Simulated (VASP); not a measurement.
**Mn: relaxation of cell and atoms with PBE**

Mn:

```
CELL_PARAMETERS angstrom
3.69340 0.00000 0.00000
-1.84670 3.19857 0.00000
0.00000 0.00000 4.39659
ATOMIC_POSITIONS crystal
Mn 0.00000 0.00000 0.25000
Mn 0.00000 0.00000 0.75000
Mn 0.33333 0.66667 0.75000
Mn 0.66667 0.33333 0.25000
```

| Property | Result |
| --- | --- |
| Program | VASP 6.6.1 |
| Task | relaxation of cell and atoms |
| Functional | PBE |
| Potentials or basis | VASP PAW PBE potentials, release 64 (Mn_pv) |
| Cutoff | 600 eV |
| k mesh | 6 × 6 × 4 |
| Occupations | gaussian, width 0.1 eV |
| Spin | no spin polarisation |
| Dipole correction | no |
| Further INCAR settings | ALGO = Normal; EDIFF = 1e-07; IBRION = 2; EDIFFG = -0.04; NSW = 90; ISIF = 3 |

```
Relaxed volume                         : 12.95 Å³/atom
Relaxed cell                           : a = 3.723 Å, b = 3.723 Å, c = 4.315 Å, α = 90.00°, β = 90.00°, γ = 120.00°
Space group after relaxing (to 0.05 Å) : P6_3/mmc (No. 194)
Energy gained by relaxing              : 5.1 meV/atom
Ionic steps                            : 2
Pressure after relaxing                : -0.2 GPa
Band gap on the k mesh                 : zero (band 26 reaches 8.73 eV, above the bottom of band 27 at 7.75 eV)
```

Stress tensor (GPa, compression positive):
```
-0.09  0.00  0.00
 0.00 -0.09  0.00
 0.00  0.00 -0.32
```

Step by step:
```csv
step,energy change (eV),largest force (eV/Å),pressure (GPa),volume (Å³)
1,0.0000,0.0000,-0.23,51.94
2,-0.0202,0.0000,-0.17,51.79
```

Final structure:
```
CELL_PARAMETERS angstrom
3.72287 0.00000 0.00000
-1.86144 3.22410 0.00000
0.00000 0.00000 4.31474
ATOMIC_POSITIONS crystal
Mn 0.00000 0.00000 0.25000
Mn 0.00000 0.00000 0.75000
Mn 0.33333 0.66667 0.75000
Mn 0.66667 0.33333 0.25000
```

Levels at points of the mesh, in eV from the Fermi level:
| k point | band 24 | band 25 | band 26 | band 27 | band 28 | band 29 |
| --- | --- | --- | --- | --- | --- | --- |
| (0.00, 0.00, 0.00) | -0.92 | -0.92 | -0.66 | -0.66 | -0.17 | 0.06 |
| (0.50, 0.00, 0.00) | -1.40 | -0.35 | 0.19 | 0.32 | 1.00 | 1.23 |
| (0.00, 0.00, 0.50) | -1.46 | -0.54 | -0.54 | -0.54 | -0.54 | 0.29 |
| (0.50, 0.00, 0.50) | -1.81 | -0.57 | -0.57 | 0.80 | 0.80 | 0.88 |

It took 77 s on 1 thread of Intel(R) Xeon(R) Platinum 8259CL CPU @ 2.50GHz (Skylake/Cascade Lake) (shared host), peak memory 0.19 GiB.

Caveat: the run has no spin polarisation, though such a crystal can be magnetic. Spin polarisation is off, so any magnetic state and its effect on volume and gap are missing.
